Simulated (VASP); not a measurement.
# La (P6/mmm) in VASP: further runs

The runs below take La through single point, with LDA.

Everything below comes from runs of VASP 6.6.1. Logs are shortened: lines on timing, memory, paths and dates and some standing lists are left out, and cuts for length are marked.

### Step 1. The cell of the first run

The structure is hexagonal, space group P6/mmm (No. 191). Conventional cell: a = 5.557 Å, b = 5.557 Å, c = 3.294 Å, α = 90.00°, β = 90.00°, γ = 120.00°. La (site symmetry 6/mmm) has 14 La at 3.29 to 3.61 Å within 4.3 Å. La (site symmetry -6m2) has 11 La at 3.21 to 3.61 Å within 4.2 Å.

This isn't the form of La at room conditions, which is double hcp.

### Step 2. Single point, LDA

Input file INCAR:

```
SYSTEM = La
ALGO = Normal
EDIFF = 1E-6
ENCUT = 520
GGA = CA
ISIF = 2
ISMEAR = -1
LASPH = .True.
LCHARG = .True.
LELF = .True.
LREAL = .False.
LVHAR = .True.
LWAVE = .False.
NBANDS = 24
NELM = 80
PREC = Accurate
SIGMA = 0.08
```

Input file KPOINTS:

```
k-points
0
Gamma
  7 7 9
  0 0 0
```

Input file POSCAR:

```
La
1.0
    5.5572383487      0.0000000000      0.0000000000
   -2.7786191743      4.8127095849      0.0000000000
    0.0000000000      0.0000000000      3.2942739373
La
3
Direct
    0.0000000000      0.0000000000      0.0000000000
    0.3333333333      0.6666666667      0.5000000000
    0.6666666667      0.3333333333      0.5000000000
```

Potentials or basis: VASP PAW LDA potentials, release 64 (La).

Launch:

```console
$ cat potpaw_LDA.64/La/POTCAR > POTCAR
$ mpirun -np 1 vasp_std > vasp.out
```

OUTCAR:

```text
SYSTEM = La
   EDIFF = 1E-6
   ENCUT = 520
   GGA = CA
   ISIF = 2
   ISMEAR = -1
   LASPH = .True.
   LREAL = .False.
   NELM = 80
   PREC = Accurate

 ion  position               nearest neighbor table
   1  0.000  0.000  0.000-   2 3.61   3 3.61   2 3.61   3 3.61   3 3.61   3 3.61   2 3.61   2 3.61
                             3 3.61   3 3.61   2 3.61   2 3.61
   2  0.333  0.667  0.500-   3 3.21   3 3.21   3 3.21   1 3.61   1 3.61   1 3.61   1 3.61   1 3.61
                             1 3.61
   3  0.667  0.333  0.500-   2 3.21   2 3.21   2 3.21   1 3.61   1 3.61   1 3.61   1 3.61   1 3.61
                             1 3.61

  LATTYP: Found a hexagonal cell.
 ALAT       =     5.5572383487
 C/A-ratio  =     0.5927897511

  Lattice vectors:

 A1 = (   5.5572383487,   0.0000000000,   0.0000000000)
 A2 = (  -2.7786191743,   4.8127095849,   0.0000000000)
 A3 = (   0.0000000000,   0.0000000000,   3.2942739373)

Analysis of symmetry for initial positions (statically):
=====================================================================
 Subroutine PRICEL returns:
 Original cell was already a primitive cell.

 Routine SETGRP: Setting up the symmetry group for a
 hexagonal supercell.

 Subroutine GETGRP returns: Found 24 space group operations
 (whereof 24 operations were pure point group operations)
 out of a pool of 24 trial point group operations.

The static configuration has the point symmetry D_6h.

Analysis of symmetry for dynamics (positions and initial velocities):
=====================================================================
 Subroutine PRICEL returns:
 Original cell was already a primitive cell.

 Routine SETGRP: Setting up the symmetry group for a
 hexagonal supercell.

 Subroutine GETGRP returns: Found 24 space group operations
 (whereof 24 operations were pure point group operations)
 out of a pool of 24 trial point group operations.

The dynamic configuration has the point symmetry D_6h.

 Subroutine INISYM returns: Found 24 space group operations
 (whereof 24 operations are pure point group operations),
 and found     1 'primitive' translations

----------------------------------------------------------------------------------------

                                     Primitive cell

  volume of cell :      88.1066

  direct lattice vectors                    reciprocal lattice vectors
     5.557238349  0.000000000  0.000000000     0.179945494  0.103891579  0.000000000
    -2.778619174  4.812709585  0.000000000     0.000000000  0.207783159  0.000000000
     0.000000000  0.000000000  3.294273937     0.000000000  0.000000000  0.303557026

  length of vectors
     5.557238349  5.557238349  3.294273937     0.207783159  0.207783159  0.303557026

  position of ions in fractional coordinates (direct lattice)
     0.000000000  0.000000000  0.000000000
     0.333333333  0.666666667  0.500000000
     0.666666667  0.333333333  0.500000000

  ion indices of the primitive-cell ions
   primitive index   ion index
                 1           1
                 2           2
                 3           3

----------------------------------------------------------------------------------------

 KPOINTS: k-points

Automatic generation of k-mesh.
 Grid dimensions read from file:
 generate k-points for:    7    7    9

 Generating k-lattice:

  Cartesian coordinates                     Fractional coordinates (reciprocal lattice)
     0.025706499  0.014841654  0.000000000     0.142857143  0.000000000  0.000000000
     0.000000000  0.029683308  0.000000000     0.000000000  0.142857143  0.000000000
     0.000000000  0.000000000  0.033728558     0.000000000  0.000000000  0.111111111

  Length of vectors
     0.029683308  0.029683308  0.033728558

  Shift w.r.t. Gamma in fractional coordinates (k-lattice)
     0.000000000  0.000000000  0.000000000

 Subroutine IBZKPT returns following result:
 ===========================================

 Found     40 irreducible k-points:

 Following reciprocal coordinates:
            Coordinates               Weight
  0.000000  0.000000  0.000000      1.000000
  0.142857 -0.000000  0.000000      6.000000
  0.285714 -0.000000  0.000000      6.000000
  0.428571 -0.000000  0.000000      6.000000
  0.142857  0.142857  0.000000      6.000000
  0.285714  0.142857  0.000000     12.000000
[... 16 lines left out ...]
  0.428571  0.142857  0.222222     12.000000
  0.285714  0.285714  0.222222     12.000000
 [... further k-points ...]
   k-points           NKPTS =     40   k-points in BZ     NKDIM =     40   number of bands    NBANDS=     24
   number of dos      NEDOS =    301   number of ions     NIONS =      3
   total plane-waves  NPLWV =  49392
   dimension x,y,z NGX =    42 NGY =   42 NGZ =   28
   dimension x,y,z NGXF=    84 NGYF=   84 NGZF=   56
   ions per type =               3
   NGX,Y,Z   is equivalent  to a cutoff of  12.56, 12.56, 14.13 a.u.
   NGXF,Y,Z  is equivalent  to a cutoff of  25.13, 25.13, 28.26 a.u.
 SYSTEM =  La
   PREC   = accura    normal or accurate (medium, high low for compatibility)
   ISTART =      0    job   : 0-new  1-cont  2-samecut
   ICHARG =      2    charge: 1-file 2-atom 10-const
   ISPIN  =      1    spin polarized calculation?
   LNONCOLLINEAR =      F non collinear calculations
   LSORBIT =      F    spin-orbit coupling
   LASPH  =      T    aspherical Exc in radial PAW
   ENCUT  =  520.0 eV  38.22 Ry    6.18 a.u.  10.33 10.33  6.13*2*pi/ulx,y,z
   NELM   =     80;   NELMIN=  2; NELMDL= -5     # of ELM steps
   EDIFF  = 0.1E-05   stopping-criterion for ELM
   LREAL  =      F    real-space projection
   EDIFFG = 0.1E-04   stopping-criterion for IOM
   NSW    =      0    number of steps for IOM
   IBRION =     -1    ionic relax: 0-MD 1-quasi-New 2-CG
   NFREE  =      0    steps in history (QN), initial steepest desc. (CG)
   ISIF   =      2    stress and relaxation
   ISYM   =      2    0-nonsym 1-usesym 2-fastsym
   POTIM  = 0.5000    time-step for ionic-motion
   TEBEG  =    0.0;   TEEND  =   0.0 temperature during run
   PSTRESS=    0.0 pullay stress
   NELECT =      33.0000    total number of electrons
   NUPDOWN=      -1.0000    fix difference up-down
   EMIN   =  10.00;   EMAX   =-10.00  energy-range for DOS
   EFERMI =   0.00;   METHOD = LEGACY
   ISMEAR =    -1;   SIGMA  =   0.08  broadening in eV -4-tet -1-fermi 0-gaus
   EFERMI_NEDOS =   21; number of points for ismear=-14 and -15
   IALGO  =     38    algorithm
   IMIX   =      4    mixing-type and parameters
     AMIX     =   0.40;   BMIX     =  1.00
     AMIX_MAG =   1.60;   BMIX_MAG =  1.00
  volume/ion in A,a.u.               =      29.37       198.19
  Fermi-wavevector in a.u.,A,eV,Ry     =   1.180076  2.230020 18.947196  1.392580
  Thomas-Fermi vector in A             =   2.316375
   LORBIT       =      0    0 simple, 1 ext, 2 COOP (PROOUT), +10 PAW based schemes
   GGA     = CA    functional components
   LHFCALC =     F    Hartree Fock is set to
   AEXX    =    0.0000 exact exchange contribution
   IVDW    =     0    specifies the selected vdW correction
   LEPSILON=     F    determine dielectric tensor
   LRPA    =     F    only Hartree local field effects (RPA)
 non-spin polarized calculation
  energy-cutoff  :      520.00
  volume of cell :       88.11
 maximum number of plane-waves:      2400
 NGX is ok and might be reduce to    42
   NGX = 21   NGY = 21   NGZ = 13

 number of electron      33.0000000 magnetization

 Free energy of the ion-electron system (eV)
  ---------------------------------------------------
  ext. energy  EPLUGINS =         0.00000000
  ---------------------------------------------------
  free energy    TOTEN  =       -16.59902094 eV

  energy without entropy =      -16.52117897  energy(sigma->0) =      -16.56009995

 E-fermi :  10.1338     XC(G=0): -10.7508

 val. band max:       10.1335533703   @ k =   0.1429  -0.0000   0.4444
 cond. band min:      10.1401832000   @ k =   0.2857   0.2857   0.3333
 fundamental gap:      0.0066298298
 Fermi energy:        10.1337781560

 k-point     1 :       0.0000    0.0000    0.0000
  band No.  band energies     occupation
      1     -22.5249      2.00000
      2     -21.9912      2.00000
      3     -21.8909      2.00000
      4      -6.9176      2.00000
      5      -6.9176      2.00000
      6      -6.4897      2.00000
[... 16 lines left out ...]
     23      12.1346      0.00000
     24      12.2779      0.00000

 k-point     2 :       0.1429   -0.0000    0.0000
  band No.  band energies     occupation
      1     -22.4938      2.00000
      2     -22.0029      2.00000
      3     -21.9151      2.00000
      4      -7.1011      2.00000
      5      -7.0132      2.00000
      6      -6.2524      2.00000
[... 16 lines left out ...]
     23      11.9553      0.00000
     24      12.2541      0.00000

 k-point     3 :       0.2857   -0.0000    0.0000
  band No.  band energies     occupation
      1     -22.4072      2.00000
      2     -22.0425      2.00000
      3     -21.9730      2.00000
      4      -7.3234      2.00000
      5      -6.9710      2.00000
      6      -5.8820      2.00000
[... 16 lines left out ...]
     23      12.0057      0.00000
     24      12.0817      0.00000

 k-point     4 :       0.4286   -0.0000    0.0000
  band No.  band energies     occupation
      1     -22.2881      2.00000
      2     -22.1354      2.00000
      3     -22.0081      2.00000
      4      -7.4463      2.00000
      5      -6.6850      2.00000
      6      -6.1070      2.00000
[... 16 lines left out ...]
     23      12.1824      0.00000
     24      12.2191      0.00000

 k-point     5 :       0.1429    0.1429    0.0000
  band No.  band energies     occupation
      1     -22.4349      2.00000
      2     -22.0245      2.00000
      3     -21.9604      2.00000
      4      -7.2037      2.00000
      5      -7.0889      2.00000
      6      -5.9209      2.00000
[... 16 lines left out ...]
     23      11.9900      0.00000
     24      12.2974      0.00000

 k-point     6 :       0.2857    0.1429    0.0000
  band No.  band energies     occupation
      1     -22.3308      2.00000
      2     -22.0776      2.00000
      3     -22.0213      2.00000
      4      -7.3134      2.00000
      5      -6.9484      2.00000
      6      -5.9442      2.00000
[... 16 lines left out ...]
     23      12.1002      0.00000
     24      12.2211      0.00000
[... 379 lines left out ...]
 k-point    21 :       0.1429    0.1429    0.2222
  band No.  band energies     occupation
      1     -22.2989      2.00000
      2     -21.9444      2.00000
      3     -21.8554      2.00000
      4      -7.0355      2.00000
      5      -6.8593      2.00000
      6      -6.2276      2.00000
[... 16 lines left out ...]
     23      11.9228      0.00000
     24      12.0211      0.00000

 k-point    22 :       0.2857    0.1429    0.2222
  band No.  band energies     occupation
      1     -22.2058      2.00000
      2     -21.9790      2.00000
      3     -21.9219      2.00000
      4      -7.1357      2.00000
      5      -6.7807      2.00000
      6      -6.2393      2.00000
[... 16 lines left out ...]
     23      11.8389      0.00000
     24      11.9232      0.00000

 k-point    23 :       0.4286    0.1429    0.2222
  band No.  band energies     occupation
      1     -22.1222      2.00000
      2     -22.0442      2.00000
      3     -21.9438      2.00000
      4      -7.1735      2.00000
      5      -6.6319      2.00000
      6      -6.4209      2.00000
[... 16 lines left out ...]
     23      11.7878      0.00000
     24      11.9322      0.00000

 k-point    24 :       0.2857    0.2857    0.2222
  band No.  band energies     occupation
      1     -22.1114      2.00000
      2     -22.0055      2.00000
      3     -21.9942      2.00000
      4      -7.1209      2.00000
      5      -6.6613      2.00000
      6      -6.4262      2.00000
[... 16 lines left out ...]
     23      11.7608      0.00000
     24      12.0717      0.00000

 [... further k-points ...]
[... 5 lines left out ...]
  --------------------------------------------------------------------------------------
  -------------------------------------------------------------------------------------
  Total        1.8597811      1.8597811      1.8508160      0.0000000      0.0000000      0.0000000
  in kB       33.8192543     33.8192543     33.6562275      0.0000000      0.0000000      0.0000000
  external PRESSURE =      33.7649120 kB  Pullay stress =       0.0000000 kB

 VOLUME and BASIS-vectors are now :
 -----------------------------------------------------------------------------
  energy-cutoff  :      520.00
  volume of cell :       88.11
      direct lattice vectors                 reciprocal lattice vectors
     5.557238349  0.000000000  0.000000000     0.179945494  0.103891579  0.000000000
    -2.778619174  4.812709585  0.000000000     0.000000000  0.207783159  0.000000000
     0.000000000  0.000000000  3.294273937     0.000000000  0.000000000  0.303557026

 POSITION                                       TOTAL-FORCE (eV/Angst)
 -----------------------------------------------------------------------------------
      0.00000      0.00000      0.00000         0.000000      0.000000      0.000000
     -0.00000      3.20847      1.64714        -0.000000      0.000000      0.000000
      2.77862      1.60424      1.64714         0.000000     -0.000000      0.000000
 -----------------------------------------------------------------------------------
    total drift:                               -0.000000      0.000000     -0.000000

  FREE ENERGIE OF THE ION-ELECTRON SYSTEM (eV)
  ---------------------------------------------------
  free  energy   TOTEN  =       -16.5990209395 eV

  energy  without entropy=      -16.5211789655  energy(sigma->0) =      -16.56009995
```

It took 56 s on 1 thread of Intel Xeon 6975P-C (Granite Rapids), shared host; peak memory 0.21 GiB.

Results:

```
Free energy            : -16.5990 eV
Pressure               : 3.4 GPa
Band gap on the k mesh : zero (an odd number of electrons rules out a gap without spin polarisation)
```

Levels at points of the mesh, in eV from the Fermi level:
| k point | band 13 | band 14 | band 15 | band 16 | band 17 | band 18 | band 19 | band 20 | band 21 | band 22 |
| --- | --- | --- | --- | --- | --- | --- | --- | --- | --- | --- |
| (0.00, 0.00, 0.00) | -2.81 | -1.90 | 0.41 | 0.85 | 0.85 | 0.94 | 1.01 | 1.01 | 1.51 | 1.97 |

Caveat: the cell stands under pressure; spin-orbit coupling is left out, which moves the levels of the heavy elements.

### Step 3. Single point, LDA

Input file INCAR:

```
SYSTEM = La
  PREC = Accurate
  ENCUT = 520
  EDIFF = 1E-6
  ISMEAR = -1
  SIGMA = 0.08
  LREAL = .FALSE.
  LASPH = .TRUE.
  NELM = 60
  ALGO = Normal
  ISIF = 2
  LWAVE = .FALSE.
  LCHARG = .TRUE.
  GGA = CA
  LELF = .TRUE.
  LVHAR = .TRUE.
  NBANDS = 24
```

Input file KPOINTS:

```
regular mesh
0
G
  7 7 9
  0 0 0
```

Input file POSCAR:

```
La
1.0
    5.5600987895      0.0000000000      0.0000000000
   -2.7800493947      4.8151867993      0.0000000000
    0.0000000000      0.0000000000      3.2957031422
La
3
Direct
    0.0000000000      0.0000000000      0.0000000000
    0.3333333333      0.6666666667      0.5000000000
    0.6666666667      0.3333333333      0.5000000000
```

Potentials or basis: VASP PAW LDA potentials, release 64 (La).

Launch:

```console
$ cat potpaw_LDA.64/La/POTCAR > POTCAR
$ mpirun -np 1 vasp_std > vasp.out
```

Wall time 54 s (1 thread of Intel Xeon 6975P-C (Granite Rapids), shared host); peak memory 0.21 GiB.

The run converged. Its results:

```yaml
Free_energy: -16.6017 eV
Pressure: 3.3 GPa
Band_gap_on_the_k_mesh: zero (an odd number of electrons rules out a gap without spin polarisation)
```

Levels at points of the mesh, in eV from the Fermi level:
| k point | band 13 | band 14 | band 15 | band 16 | band 17 | band 18 | band 19 | band 20 | band 21 | band 22 |
| --- | --- | --- | --- | --- | --- | --- | --- | --- | --- | --- |
| (0.00, 0.00, 0.00) | -2.82 | -1.90 | 0.41 | 0.85 | 0.85 | 0.94 | 1.01 | 1.01 | 1.51 | 1.97 |

Caveat: the cell stands under pressure; spin-orbit coupling is left out, which moves the levels of the heavy elements.
